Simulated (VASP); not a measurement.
Crystal: CdS.

```
Cd S
1.0
     4.15000    0.00000    0.00000
    -2.07500    3.59401    0.00000
     0.00000    0.00000    6.73700
Cd S
2 2
Direct
  0.66667 0.33333 0.50000
  0.33333 0.66667 0.00000
  0.66667 0.33333 0.87500
  0.33333 0.66667 0.37500
```

| Quantity | Value |
| --- | --- |
| Program | VASP 6.6.1 |
| Task | relaxation of cell and atoms |
| Functional | B3LYP |
| Potentials or basis | VASP PAW PBE potentials, release 64 (Cd, S) |
| Cutoff | 600 eV |
| k mesh | 4 × 4 × 2 |
| Occupations | fermi-dirac, width 0.05 eV |
| Spin | no spin polarisation |

At the start: pressure 3.9 GPa; volume 25.12 Å³/atom.

Q: How do energy, volume and symmetry change on relaxing?

A: Over 3 steps the energy falls by 18.7 meV/atom and the volume is 26.74 Å³/atom (+6.5 %); space group P6_3mc (No. 186, to 0.1 Å) before and after.

The path:
```tsv
step	energy change (eV)	largest force (eV/Å)	pressure (GPa)	volume (Å³)
1	0.0000	0.0587	3.86	100.48
2	-0.0649	0.0016	-1.20	109.54
3	-0.0747	0.0097	-0.01	106.98
```

Final structure:
```
Cd S
1.0
     4.23317    0.00000    0.00000
    -2.11659    3.66604    0.00000
     0.00000    0.00000    6.89334
Cd S
2 2
Direct
  0.66667 0.33333 0.49969
  0.33333 0.66667 0.99969
  0.66667 0.33333 0.87531
  0.33333 0.66667 0.37531
```

Caveat: the k points lie up to 0.46 Å⁻¹ apart in the final cell; the PAW data sets were made with another functional, which shifts forces and pressure a little.
